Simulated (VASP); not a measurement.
Nd3Si2I: single point with PBE

Nd3Si2I:

```xyz
6
Lattice="5.5905 -4.0465 0.0000 5.5905 4.0465 0.0000 0.0000 0.0000 6.3141" Properties=species:S:1:pos:R:3 pbc="T T T"
Nd    2.7952    2.0233    0.0000
Nd    2.7952   -2.0233    0.0000
Nd    5.5905    0.0000    0.0000
Si    5.5905   -2.9246    0.0000
Si    5.5905    2.9246    0.0000
I     5.5905    0.0000    3.1570
```

The cell was generated, and may not be a known phase.

```
Program                : VASP 6.6.1
Task                   : single point
Functional             : PBE
Potentials or basis    : VASP PAW PBE potentials, release 64 (Nd_3, Si, I), 4f in core
Cutoff                 : 500 eV
k mesh                 : 2 × 2 × 2
Occupations            : gaussian, width 0.15 eV
Spin                   : no spin polarisation
Dipole correction      : no
Further INCAR settings : ALGO = Normal; EDIFF = 1e-06; NBANDS = 33
```

```json
{
 "Pressure": "0.0 GPa",
 "Largest force": "0.103 eV/Å",
 "Band gap on the k mesh": "zero (bands 24 and 25 overlap by 1.07 eV)"
}
```

Forces in eV/Å, atoms in the order of the input:
```
Nd   0.000  0.000  0.000
Nd   0.000  0.000  0.000
Nd   0.000  0.000  0.000
Si   0.000 -0.103  0.000
Si   0.000  0.103  0.000
I    0.000  0.000  0.000
```

Stress tensor (GPa, compression positive):
```
 0.35  0.00  0.00
 0.00 -0.22  0.00
 0.00  0.00 -0.03
```

Levels at points of the mesh, in eV from the Fermi level:
| k point | band 20 | band 21 | band 22 | band 23 | band 24 | band 25 | band 26 | band 27 | band 28 | band 29 |
| --- | --- | --- | --- | --- | --- | --- | --- | --- | --- | --- |
| (0.00, 0.00, 0.00) | -2.05 | -2.03 | -1.23 | -1.05 | -0.91 | -0.70 | 0.16 | 0.31 | 0.56 | 0.73 |
| (0.50, 0.00, 0.00) | -1.69 | -1.61 | -1.16 | -0.29 | -0.12 | 0.00 | 0.26 | 0.36 | 0.66 | 0.99 |
| (0.50, 0.50, 0.00) | -2.47 | -1.49 | -0.69 | -0.25 | 0.33 | 0.43 | 0.50 | 0.53 | 0.63 | 0.89 |
| (0.00, 0.00, 0.50) | -2.00 | -1.91 | -1.35 | -1.20 | -0.20 | 0.12 | 0.32 | 0.51 | 0.66 | 1.24 |
| (0.50, 0.00, 0.50) | -1.79 | -1.25 | -1.05 | -0.12 | -0.11 | -0.04 | 0.19 | 0.53 | 0.56 | 1.36 |
| (0.50, 0.50, 0.50) | -2.39 | -1.81 | -0.83 | 0.06 | 0.37 | 0.45 | 0.60 | 0.74 | 1.03 | 1.18 |

It took 36 s on 1 thread of Intel(R) Xeon(R) 6975P-C (Granite Rapids) (shared host), peak memory 0.36 GiB.

Caveat: the k points lie up to 0.50 Å⁻¹ apart, too coarse for converged energies and pressures of a metal; spin-orbit coupling is left out, which moves the levels of the heavy elements; the 4f electrons are frozen in the core, so they carry no moment and show no levels; the run has no spin polarisation, though such a crystal can be magnetic. Spin polarisation is off, so any magnetic state and its effect on volume and gap are missing.
